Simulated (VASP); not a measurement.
# I (Pm-3m) in VASP: further runs, part 2 of 2

VASP 6.6.1. Earlier steps stand in the parts before.

## Step 4: Relaxation of cell and atoms, PBE, target pressure 110 GPa, at which the enthalpy is minimised

The input, INCAR:

```
ALGO = Normal ; EDIFF = 1E-7
EDIFFG = -0.005 ; ENCUT = 500
GGA = PE ; GGA_COMPAT = F
IBRION = 2 ; ISIF = 3
ISMEAR = -1 ; LASPH = T
LCHARG = F ; LREAL = F
LWAVE = F ; NELM = 120
NELMIN = 4 ; NSW = 32
PREC = Accurate ; PSTRESS = 1100.0
SIGMA = 0.05
```

The input, KPOINTS:

```
k-points
0
Gamma
  15 15 15
```

The input, POSCAR:

```
I
1.0
    2.6638244046      0.0000000000      0.0000000000
    0.0000000000      2.6638244046      0.0000000000
    0.0000000000      0.0000000000      2.6638244046
I
1
Direct
    0.0000000000      0.0000000000      0.0000000000
```

Potentials or basis: VASP PAW PBE potentials, release 64 (I).

On the command line:

```bash
$ cat potpaw_PBE.64/I/POTCAR > POTCAR
$ mpirun -np 1 vasp_std > vasp.out
```

OUTCAR:

```text
EDIFF = 1E-7
   EDIFFG = -0.005
   ENCUT = 500
   GGA = PE
   IBRION = 2
   ISIF = 3
   ISMEAR = -1
   LASPH = T
   LREAL = F
   NELM = 120
   NELMIN = 4
   NSW = 32
   PREC = Accurate
   PSTRESS = 1100.0

 ion  position               nearest neighbor table
   1  0.000  0.000  0.000-

  LATTYP: Found a simple cubic cell.
 ALAT       =     2.6638244046

  Lattice vectors:

 A1 = (   2.6638244046,   0.0000000000,   0.0000000000)
 A2 = (   0.0000000000,   2.6638244046,   0.0000000000)
 A3 = (   0.0000000000,   0.0000000000,   2.6638244046)

Analysis of symmetry for initial positions (statically):
[... 251 lines left out ...]
  ---------------------------------------------------
  free energy    TOTEN  =         2.84005306 eV

  energy without entropy =        2.84605710  energy(sigma->0) =        2.84305508

 E-fermi :  16.2309     XC(G=0): -11.9712

 val. band max:       16.2231386476   @ k =   0.4667   0.4000   0.2000
 cond. band min:      16.2324723429   @ k =   0.1333   0.0667   0.0000
 fundamental gap:      0.0093336953
 Fermi energy:        16.2309158630

 k-point     1 :       0.0000    0.0000    0.0000
  band No.  band energies     occupation
      1      -5.2377      2.00000
      2      15.7817      1.99975
      3      15.7817      1.99975
      4      15.7817      1.99975
      5      20.2489      0.00000
      6      20.2489      0.00000
      7      23.8292      0.00000
[... 221 lines left out ...]
 k-point    24 :       0.3333    0.2000    0.0000
  band No.  band energies     occupation
      1      -2.3038      2.00000
      2       6.9652      2.00000
      3      12.2674      2.00000
      4      18.5431      0.00000
      5      21.5136      0.00000
      6      23.7104      0.00000
      7      28.4242      0.00000

 [... further k-points ...]

------------------------ aborting loop because EDIFF is reached ----------------------------------------

  FORCE on cell =-STRESS in cart. coord.  units (eV):
  Direction    XX          YY          ZZ          XY          YZ          ZX
  --------------------------------------------------------------------------------------
  -------------------------------------------------------------------------------------
  Total       12.9651170     12.9651170     12.9651170      0.0000000      0.0000000     -0.0000000
  in kB     1100.1370129   1100.1370129   1100.1370129      0.0000000      0.0000000     -0.0000000
  external PRESSURE =       0.1370129 kB  Pullay stress =    1100.0000000 kB
[... 20 lines left out ...]
  energy  without entropy=        2.8460571025  energy(sigma->0) =        2.84305508

  enthalpy is  TOTEN    =        15.8035554084 eV   P V=       12.9635023507

 reached required accuracy - stopping structural energy minimisation
```

OSZICAR:

```text
N       E                     dE             d eps       ncg     rms          rms(c)
DAV:   1     0.225418777870E+02    0.22542E+02   -0.28582E+03  1708   0.735E+02
DAV:   2     0.320397777588E+01   -0.19338E+02   -0.18568E+02  2415   0.102E+02
DAV:   3     0.280309107706E+01   -0.40089E+00   -0.34681E+00  2170   0.156E+01
[... 26 lines left out ...]
DAV:   5     0.284005350675E+01    0.36209E-05   -0.47299E-06  1778   0.162E-02    0.590E-03
DAV:   6     0.284005334008E+01   -0.16666E-06   -0.99788E-08  1596   0.352E-03    0.846E-03
DAV:   7     0.284005318185E+01   -0.15823E-06   -0.37673E-09   882   0.546E-04    0.601E-03
DAV:   8     0.284005305241E+01   -0.12945E-06   -0.33801E-09   854   0.487E-04    0.766E-04
DAV:   9     0.284005305767E+01    0.52614E-08   -0.33759E-10   861   0.203E-04
   3 F= 0.15803555E+02 E0= 0.15806557E+02  d E =-.203044E-04
```

CONTCAR:

```text
I
   1.00000000000000
     2.6628502838072929    0.0000000000000000    0.0000000000000000
    -0.0000000000000000    2.6628502838072929   -0.0000000000000000
     0.0000000000000000   -0.0000000000000000    2.6628502838072929
  I
     1
Direct
     0.0000000000000000    0.0000000000000000    0.0000000000000000

  0.00000000E+00  0.00000000E+00  0.00000000E+00
```

Wall time 17 s (1 thread of Intel Xeon Platinum 8488C (Sapphire Rapids), shared host); peak memory 0.13 GiB.

Results:

| Item | Value |
| --- | --- |
| Free energy | 2.8401 eV |
| Relaxed volume | 18.88 Å³/atom |
| Relaxed cell | a = 2.663 Å, b = 2.663 Å, c = 2.663 Å, α = 90.00°, β = 90.00°, γ = 90.00° |
| Space group after relaxing (to 0.1 Å) | Pm-3m (No. 221) |
| Energy change on relaxing (the run minimises the enthalpy) | +14.2 meV/atom |
| Ionic steps | 3 |
| Pressure after relaxing | 110.0 GPa |
| Band gap on the k mesh | zero (an odd number of electrons rules out a gap without spin polarisation) |

Step by step:
```csv
step,energy change (eV),largest force (eV/Å),pressure (GPa),volume (Å³)
1,0.0000,0.0000,109.70,18.90
2,0.0666,0.0000,111.16,18.81
3,0.0142,0.0000,110.01,18.88
```

Final structure:
```yaml
crystal:
  lattice:
    - [2.66285, 0.00000, 0.00000]
    - [0.00000, 2.66285, 0.00000]
    - [0.00000, 0.00000, 2.66285]
  atoms:
    - { symbol: I, position: [0.00000, 0.00000, 0.00000] }
```

Levels at points of the mesh, in eV from the Fermi level:
```tsv
k point	band 2	band 3	band 4	band 5	band 6	band 7
(0.00, 0.00, 0.00)	-0.45	-0.45	-0.45	4.02	4.02	7.60
```

Caveat: the cell is relaxed towards a set pressure, so the run minimises the enthalpy, not the energy; spin-orbit coupling is left out, which moves the levels of the heavy elements; an odd number of electrons without spin polarisation forces a metal; a magnetic or distorted state may lie lower.

## Step 5: Overview

| task | cell | gap on the mesh (eV) | pressure (GPa) |
| --- | --- | --- | --- |
| single point | a = 2.664 Å, 1 atom | none | 109.7 |
| relaxation of cell and atoms | relaxed to 110 GPa from a = 2.590 Å, 1 atom | none | 110.0 |
| relaxation of cell and atoms | relaxed to 110 GPa from a = 2.664 Å, 1 atom | none | 110.0 |

Alike in all rows: level PBE; potentials or basis VASP PAW PBE potentials, release 64 (I); no spin polarisation; k mesh 15 × 15 × 15; cutoff (eV) 500; smearing fermi-dirac 0.05 eV.

Caveats: spin-orbit coupling is left out, which moves the levels of the heavy elements; an odd number of electrons without spin polarisation forces a metal; a magnetic or distorted state may lie lower; the cell is relaxed towards a set pressure, so the run minimises the enthalpy, not the energy (at least some runs); the cell stands under pressure (at least some runs).

Absolute energies hang on the potentials; compare differences alone.
